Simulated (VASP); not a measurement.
# CdI2 (P-3m1) in VASP: notebook

CdI2 is run at these levels: PBEsol; tasks: single point.

All numbers are computed with VASP 6.6.1; they aren't measurements. Logs are shortened: lines on timing, memory, paths and dates and some standing lists are left out, and cuts for length are marked.

### 1 The cell of the first run

The structure is trigonal, space group P-3m1 (No. 164). Conventional cell: a = 4.272 Å, b = 4.272 Å, c = 6.904 Å, α = 90.00°, β = 90.00°, γ = 120.00°. Cd (site symmetry -3m) has 6 I at 3.01 Å within 4.0 Å. Within 4.0 Å of I (site symmetry 3m) lie 3 Cd at 3.01 Å.

### 2 Single point, PBEsol (volume scaled by 1.02)

INCAR reads:

```
PREC = Accurate
ENCUT = 500
EDIFF = 1E-6
ISMEAR = -1
SIGMA = 0.03
LREAL = False
LASPH = True
NELM = 120
ALGO = Normal
ISIF = 2
LWAVE = False
LCHARG = False
GGA = PS
NBANDS = 20
GGA_COMPAT = False
```

KPOINTS reads:

```
regular mesh
0
Gamma
  8 8 5
```

POSCAR reads:

```
CdI2
1.0
    4.2721059889      0.0000000000      0.0000000000
   -2.1360529944      3.6997523140      0.0000000000
    0.0000000000      0.0000000000      6.9044251649
Cd I
1 2
Direct
    0.0000000000      0.0000000000      0.0000000000
    0.3333333333      0.6666666667      0.2492000000
    0.6666666667      0.3333333333      0.7508000000
```

Potentials or basis: VASP PAW PBE potentials, release 64 (Cd, I).

Started as:

```
cat potpaw_PBE.64/Cd/POTCAR potpaw_PBE.64/I/POTCAR > POTCAR
mpirun -np 1 vasp_std > vasp.out
```

OUTCAR:

```text
PREC = Accurate
   ENCUT = 500
   EDIFF = 1E-6
   ISMEAR = -1
   LREAL = False
   LASPH = True
   NELM = 120
   ISIF = 2
   GGA = PS

 ion  position               nearest neighbor table
   1  0.000  0.000  0.000-   2 3.01   3 3.01   2 3.01   3 3.01   3 3.01   2 3.01
   2  0.333  0.667  0.249-   1 3.01   1 3.01   1 3.01
   3  0.667  0.333  0.751-   1 3.01   1 3.01   1 3.01

  LATTYP: Found a hexagonal cell.
 ALAT       =     4.2721059889
 C/A-ratio  =     1.6161642953

  Lattice vectors:

 A1 = (   4.2721059889,   0.0000000000,   0.0000000000)
 A2 = (  -2.1360529944,   3.6997523140,   0.0000000000)
 A3 = (   0.0000000000,   0.0000000000,   6.9044251649)

Analysis of symmetry for initial positions (statically):
=====================================================================
 Subroutine PRICEL returns:
 Original cell was already a primitive cell.

 Routine SETGRP: Setting up the symmetry group for a
 hexagonal supercell.

 Subroutine GETGRP returns: Found 12 space group operations
 (whereof 12 operations were pure point group operations)
 out of a pool of 24 trial point group operations.

The static configuration has the point symmetry D_3d.

Analysis of symmetry for dynamics (positions and initial velocities):
=====================================================================
 Subroutine PRICEL returns:
 Original cell was already a primitive cell.

 Routine SETGRP: Setting up the symmetry group for a
 hexagonal supercell.

 Subroutine GETGRP returns: Found 12 space group operations
 (whereof 12 operations were pure point group operations)
 out of a pool of 24 trial point group operations.

The dynamic configuration has the point symmetry D_3d.

 Subroutine INISYM returns: Found 12 space group operations
 (whereof 12 operations are pure point group operations),
 and found     1 'primitive' translations

----------------------------------------------------------------------------------------

                                     Primitive cell

  volume of cell :     109.1295

  direct lattice vectors                    reciprocal lattice vectors
     4.272105989  0.000000000  0.000000000     0.234076590  0.135144182  0.000000000
    -2.136052994  3.699752314  0.000000000     0.000000000  0.270288364  0.000000000
     0.000000000  0.000000000  6.904425165     0.000000000  0.000000000  0.144834650

  length of vectors
     4.272105989  4.272105989  6.904425165     0.270288364  0.270288364  0.144834650

  position of ions in fractional coordinates (direct lattice)
     0.000000000  0.000000000  0.000000000
     0.333333333  0.666666667  0.249200000
     0.666666667  0.333333333  0.750800000

  ion indices of the primitive-cell ions
   primitive index   ion index
                 1           1
                 2           2
                 3           3

----------------------------------------------------------------------------------------

 KPOINTS: regular mesh

Automatic generation of k-mesh.
 Grid dimensions read from file:
 generate k-points for:    8    8    5

 Generating k-lattice:

  Cartesian coordinates                     Fractional coordinates (reciprocal lattice)
     0.029259574  0.016893023  0.000000000     0.125000000  0.000000000  0.000000000
     0.000000000  0.033786045  0.000000000     0.000000000  0.125000000  0.000000000
     0.000000000  0.000000000  0.028966930     0.000000000  0.000000000  0.200000000

  Length of vectors
     0.033786045  0.033786045  0.028966930

  Shift w.r.t. Gamma in fractional coordinates (k-lattice)
     0.000000000  0.000000000  0.000000000

 Subroutine IBZKPT returns following result:
 ===========================================

 Found     40 irreducible k-points:

 Following reciprocal coordinates:
            Coordinates               Weight
  0.000000  0.000000  0.000000      1.000000
  0.125000  0.000000  0.000000      6.000000
  0.250000  0.000000  0.000000      6.000000
  0.375000  0.000000  0.000000      6.000000
  0.500000  0.000000  0.000000      3.000000
  0.125000  0.125000  0.000000      6.000000
[... 16 lines left out ...]
 -0.125000  0.500000  0.200000     12.000000
  0.250000  0.250000  0.200000     12.000000
 [... further k-points ...]
   k-points           NKPTS =     40   k-points in BZ     NKDIM =     40   number of bands    NBANDS=     20
   number of dos      NEDOS =    301   number of ions     NIONS =      3
   total plane-waves  NPLWV =  51200
   dimension x,y,z NGX =    32 NGY =   32 NGZ =   50
   dimension x,y,z NGXF=    64 NGYF=   64 NGZF=  100
   ions per type =               1   2
   NGX,Y,Z   is equivalent  to a cutoff of  12.45, 12.45, 12.04 a.u.
   NGXF,Y,Z  is equivalent  to a cutoff of  24.91, 24.91, 24.08 a.u.
 SYSTEM =  unknown system
   PREC   = accura    normal or accurate (medium, high low for compatibility)
   ISTART =      0    job   : 0-new  1-cont  2-samecut
   ICHARG =      2    charge: 1-file 2-atom 10-const
   ISPIN  =      1    spin polarized calculation?
   LNONCOLLINEAR =      F non collinear calculations
   LSORBIT =      F    spin-orbit coupling
   LASPH  =      T    aspherical Exc in radial PAW
   ENCUT  =  500.0 eV  36.75 Ry    6.06 a.u.   7.79  7.79 12.59*2*pi/ulx,y,z
   NELM   =    120;   NELMIN=  2; NELMDL= -5     # of ELM steps
   EDIFF  = 0.1E-05   stopping-criterion for ELM
   LREAL  =      F    real-space projection
   EDIFFG = 0.1E-04   stopping-criterion for IOM
   NSW    =      0    number of steps for IOM
   IBRION =     -1    ionic relax: 0-MD 1-quasi-New 2-CG
   NFREE  =      0    steps in history (QN), initial steepest desc. (CG)
   ISIF   =      2    stress and relaxation
   ISYM   =      2    0-nonsym 1-usesym 2-fastsym
   POTIM  = 0.5000    time-step for ionic-motion
   TEBEG  =    0.0;   TEEND  =   0.0 temperature during run
   PSTRESS=    0.0 pullay stress
   NELECT =      26.0000    total number of electrons
   NUPDOWN=      -1.0000    fix difference up-down
   EMIN   =  10.00;   EMAX   =-10.00  energy-range for DOS
   EFERMI =   0.00;   METHOD = LEGACY
   ISMEAR =    -1;   SIGMA  =   0.03  broadening in eV -4-tet -1-fermi 0-gaus
   EFERMI_NEDOS =   21; number of points for ismear=-14 and -15
   IALGO  =     38    algorithm
   IMIX   =      4    mixing-type and parameters
     AMIX     =   0.40;   BMIX     =  1.00
     AMIX_MAG =   1.60;   BMIX_MAG =  1.00
  volume/ion in A,a.u.               =      36.38       245.48
  Fermi-wavevector in a.u.,A,eV,Ry     =   1.014889  1.917862 14.013997  1.030000
  Thomas-Fermi vector in A             =   2.148143
   LORBIT       =      0    0 simple, 1 ext, 2 COOP (PROOUT), +10 PAW based schemes
   GGA     = PS    functional components
   LHFCALC =     F    Hartree Fock is set to
   AEXX    =    0.0000 exact exchange contribution
   IVDW    =     0    specifies the selected vdW correction
   LEPSILON=     F    determine dielectric tensor
   LRPA    =     F    only Hartree local field effects (RPA)
 non-spin polarized calculation
  energy-cutoff  :      500.00
  volume of cell :      109.13
 maximum number of plane-waves:      2797
 NGX is ok and might be reduce to    32
   NGX = 15   NGY = 15   NGZ = 25

 number of electron      26.0000001 magnetization

 Free energy of the ion-electron system (eV)
  ---------------------------------------------------
  ext. energy  EPLUGINS =         0.00000000
  ---------------------------------------------------
  free energy    TOTEN  =        -6.36719488 eV

  energy without entropy =       -6.36719488  energy(sigma->0) =       -6.36719488

 E-fermi :   2.3873     XC(G=0):  -8.6676

 val. band max:        1.7305523150   @ k =   0.1250   0.0000   0.2000
 cond. band min:       4.0018171625   @ k =   0.5000   0.0000   0.4000
 fundamental gap:      2.2712648475
 Fermi energy:         2.3873240177

 k-point     1 :       0.0000    0.0000    0.0000
  band No.  band energies     occupation
      1     -10.3519      2.00000
      2      -9.6731      2.00000
      3      -5.7898      2.00000
      4      -5.7898      2.00000
      5      -5.6777      2.00000
      6      -5.5969      2.00000
[... 12 lines left out ...]
     19      10.6014      0.00000
     20      10.8089      0.00000

 k-point     2 :       0.1250    0.0000    0.0000
  band No.  band energies     occupation
      1     -10.2780      2.00000
      2      -9.6620      2.00000
      3      -5.7785      2.00000
      4      -5.7544      2.00000
      5      -5.6620      2.00000
      6      -5.6007      2.00000
[... 12 lines left out ...]
     19      10.1024      0.00000
     20      10.5937      0.00000

 k-point     3 :       0.2500    0.0000    0.0000
  band No.  band energies     occupation
      1     -10.0845      2.00000
      2      -9.6394      2.00000
      3      -5.7594      2.00000
      4      -5.6880      2.00000
      5      -5.6158      2.00000
      6      -5.5937      2.00000
[... 12 lines left out ...]
     19       9.6071      0.00000
     20      10.6421      0.00000

 k-point     4 :       0.3750    0.0000    0.0000
  band No.  band energies     occupation
      1      -9.8547      2.00000
      2      -9.6339      2.00000
      3      -5.7525      2.00000
      4      -5.6801      2.00000
      5      -5.5964      2.00000
      6      -5.5514      2.00000
[... 12 lines left out ...]
     19      10.3411      0.00000
     20      10.9308      0.00000

 k-point     5 :       0.5000    0.0000    0.0000
  band No.  band energies     occupation
      1      -9.7023      2.00000
      2      -9.6818      2.00000
      3      -5.7526      2.00000
      4      -5.6870      2.00000
      5      -5.5901      2.00000
      6      -5.5357      2.00000
[... 12 lines left out ...]
     19      10.6915      0.00000
     20      11.2915      0.00000

 k-point     6 :       0.1250    0.1250    0.0000
  band No.  band energies     occupation
      1     -10.1441      2.00000
      2      -9.6448      2.00000
      3      -5.7632      2.00000
      4      -5.6957      2.00000
      5      -5.6382      2.00000
      6      -5.5999      2.00000
[... 12 lines left out ...]
     19       9.2748      0.00000
     20      10.8628      0.00000

 k-point     7 :       0.2500    0.1250    0.0000
  band No.  band energies     occupation
      1      -9.9322      2.00000
      2      -9.6278      2.00000
      3      -5.7449      2.00000
      4      -5.6613      2.00000
      5      -5.6057      2.00000
      6      -5.5671      2.00000
[... 12 lines left out ...]
     19       9.3578      0.00000
     20      10.9188      0.00000
[... 277 lines left out ...]
 k-point    20 :       0.2500    0.1250    0.2000
  band No.  band energies     occupation
      1      -9.8985      2.00000
      2      -9.6651      2.00000
      3      -5.7439      2.00000
      4      -5.6614      2.00000
      5      -5.6049      2.00000
      6      -5.5665      2.00000
[... 12 lines left out ...]
     19       9.6922      0.00000
     20      10.9367      0.00000

 k-point    21 :      -0.1250    0.3750    0.2000
  band No.  band energies     occupation
      1      -9.9141      2.00000
      2      -9.6461      2.00000
      3      -5.7436      2.00000
      4      -5.6656      2.00000
      5      -5.6052      2.00000
      6      -5.5713      2.00000
[... 12 lines left out ...]
     19       9.2838      0.00000
     20      10.5499      0.00000

 k-point    22 :       0.3750    0.1250    0.2000
  band No.  band energies     occupation
      1      -9.7114      2.00000
      2      -9.6731      2.00000
      3      -5.7305      2.00000
      4      -5.6693      2.00000
      5      -5.5869      2.00000
      6      -5.5481      2.00000
[... 12 lines left out ...]
     19      10.6293      0.00000
     20      11.3901      0.00000

 k-point    23 :      -0.1250    0.5000    0.2000
  band No.  band energies     occupation
      1      -9.7522      2.00000
      2      -9.6296      2.00000
      3      -5.7297      2.00000
      4      -5.6704      2.00000
      5      -5.5888      2.00000
      6      -5.5485      2.00000
[... 12 lines left out ...]
     19      10.4438      0.00000
     20      11.0403      0.00000

 k-point    24 :       0.2500    0.2500    0.2000
  band No.  band energies     occupation
      1      -9.7485      2.00000
      2      -9.6361      2.00000
      3      -5.7027      2.00000
      4      -5.6411      2.00000
      5      -5.5961      2.00000
      6      -5.5490      2.00000
[... 12 lines left out ...]
     19       9.3671      0.00000
     20      10.6418      0.00000

 [... further k-points ...]

------------------------ aborting loop because EDIFF is reached ----------------------------------------

  FORCE on cell =-STRESS in cart. coord.  units (eV):
  Direction    XX          YY          ZZ          XY          YZ          ZX
  --------------------------------------------------------------------------------------
  -------------------------------------------------------------------------------------
  Total       -0.6646054     -0.6646054     -0.5358120     -0.0000000      0.0000000      0.0000000
  in kB       -9.7573588     -9.7573588     -7.8664875     -0.0000000      0.0000000      0.0000000
  external PRESSURE =      -9.1270684 kB  Pullay stress =       0.0000000 kB

 VOLUME and BASIS-vectors are now :
 -----------------------------------------------------------------------------
  energy-cutoff  :      500.00
  volume of cell :      109.13
      direct lattice vectors                 reciprocal lattice vectors
     4.272105989  0.000000000  0.000000000     0.234076590  0.135144182  0.000000000
    -2.136052994  3.699752314  0.000000000     0.000000000  0.270288364  0.000000000
     0.000000000  0.000000000  6.904425165     0.000000000  0.000000000  0.144834650

 POSITION                                       TOTAL-FORCE (eV/Angst)
 -----------------------------------------------------------------------------------
      0.00000      0.00000      0.00000        -0.000000      0.000000      0.000000
     -0.00000      2.46650      1.72058         0.000000      0.000000     -0.175476
      2.13605      1.23325      5.18384        -0.000000      0.000000      0.175476
 -----------------------------------------------------------------------------------
    total drift:                                0.000000     -0.000000      0.000000

  FREE ENERGIE OF THE ION-ELECTRON SYSTEM (eV)
  ---------------------------------------------------
  free  energy   TOTEN  =        -6.3671948791 eV

  energy  without entropy=       -6.3671948791  energy(sigma->0) =       -6.36719488
```

It took 36 s on 1 thread of AMD EPYC 9R45 (Zen 5), shared host; peak memory 0.23 GiB.

What came out:

* Free energy: -6.3672 eV
* Pressure: -0.9 GPa
* Largest force: 0.175 eV/Å
* Band gap on the k mesh: 2.27 eV, indirect (least direct gap 2.43 eV)

Forces on the atoms (eV/Å):
```
Cd   0.000  0.000  0.000
I    0.000  0.000 -0.175
I    0.000  0.000  0.175
```

Stress tensor (GPa, compression positive):
```
-0.98  0.00  0.00
 0.00 -0.98  0.00
 0.00  0.00 -0.79
```

Levels at points of the mesh, in eV from the valence-band top:
| k point | band 9 | band 10 | band 11 | band 12 | band 13 | band 14 | band 15 | band 16 | band 17 | band 18 |
| --- | --- | --- | --- | --- | --- | --- | --- | --- | --- | --- |
| (0.00, 0.00, 0.00) | -0.31 | -0.31 | -0.17 | -0.17 | -0.13 | 2.29 | 4.32 | 6.23 | 6.23 | 8.25 |
| (0.50, 0.00, 0.00) | -2.72 | -1.96 | -1.50 | -0.70 | -0.14 | 2.56 | 4.87 | 5.84 | 6.42 | 7.46 |

Caveat: the PAW data sets were made with another functional, which shifts forces and pressure a little; spin-orbit coupling is left out, which moves the levels of the heavy elements; this functional lacks dispersion, which binds the layers, so the pressure and a relaxed spacing across them are unreliable. A k mesh can miss the band edges.

### 3 Single point, PBEsol (zz strain of +2 %)

INCAR reads:

```
PREC = Accurate ; ENCUT = 500
EDIFF = 1E-6 ; ISMEAR = -1
SIGMA = 0.03 ; LREAL = False
LASPH = True ; NELM = 120
ALGO = Normal ; ISIF = 2
LWAVE = False ; LCHARG = True
GGA = PS ; LELF = True
LVHAR = True ; NBANDS = 20
GGA_COMPAT = False
```

KPOINTS reads:

```
Automatic mesh
0
Gamma
  8 8 5
```

POSCAR reads:

```
CdI2
1.0
    4.2439992147      0.0000000000      0.0000000000
   -2.1219996073      3.6754111335      0.0000000000
    0.0000000000      0.0000000000      6.9961800000
Cd I
1 2
Direct
    0.0000000000      0.0000000000      0.0000000000
    0.3333333333      0.6666666667      0.2492000000
    0.6666666667      0.3333333333      0.7508000000
```

Potentials or basis: VASP PAW PBE potentials, release 64 (Cd, I).

Started as:

```
cat potpaw_PBE.64/Cd/POTCAR potpaw_PBE.64/I/POTCAR > POTCAR
mpirun -np 1 vasp_std > vasp.out
```

Run time: 39 s. Hardware: 1 thread of AMD EPYC 9R45 (Zen 5), shared host; peak memory 0.24 GiB.

The run converged. Its results:

```yaml
Free_energy: -6.3668 eV
Pressure: -0.9 GPa
Largest_force: 0.219 eV/Å
Band_gap_on_the_k_mesh: 2.21 eV, indirect (least direct gap 2.44 eV)
```

Forces in eV/Å, atoms in the order of the input:
```
Cd   0.000  0.000  0.000
I    0.000  0.000 -0.219
I    0.000  0.000  0.219
```

Stress tensor (GPa, compression positive):
```
-0.80  0.00  0.00
 0.00 -0.80  0.00
 0.00  0.00 -1.09
```

Levels at points of the mesh, in eV from the valence-band top:
```tsv
k point	band 10	band 11	band 12	band 13	band 14	band 15	band 16	band 17
(0.00, 0.00, 0.00)	-0.30	-0.25	-0.14	-0.14	2.29	4.36	6.27	6.27
(0.50, 0.00, 0.00)	-2.00	-1.48	-0.74	-0.17	2.52	4.83	5.80	6.41
```

Caveat: the cell differs from its parent crystal (zz strain of +2 %); the PAW data sets were made with another functional, which shifts forces and pressure a little; spin-orbit coupling is left out, which moves the levels of the heavy elements; this functional lacks dispersion, which binds the layers, so the pressure and a relaxed spacing across them are unreliable. A k mesh can miss the band edges.
